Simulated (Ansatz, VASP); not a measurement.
**ZnS3: VASP beside Ansatz**

```
Zn S
1.0
     0.00000    3.17077    3.17077
     3.17077    0.00000    3.17077
     3.17077    3.17077    0.00000
Zn S
1 3
Direct
  0.00000 0.00000 0.00000
  0.50000 0.50000 0.50000
  0.25000 0.25000 0.25000
  0.75000 0.75000 0.75000
```

Alike in both runs: functional PBE; k mesh 4 × 4 × 4; occupations gaussian, width 0.1 eV; no spin polarisation.

Ansatz relaxed the structure, and its values are those at the end. VASP's run is a single point on that final structure, the one shown.

|  | VASP | Ansatz |
| --- | --- | --- |
| version | VASP 6.6.1 | Ansatz 0.2.0 |
| potentials or method | VASP PAW PBE potentials, release 64 (Zn, S), cutoff 520 eV | scalar-relativistic, plane waves, PAW |
| valence electrons in the cell | 30 | 30 |

|  | VASP | Ansatz | Ansatz less VASP |
| --- | --- | --- | --- |
| gap on the k mesh at the Fermi level (eV) | none | none | - |
| pressure (GPa) | -0.1 | -0.1 | +0.02 |

A gap of «none» marks a metal or a gap that the smearing closes. The functional is the same, so the differences come from potentials, cutoffs and numerics.

The k mesh is coarse, so the values compare programs but aren't converged.
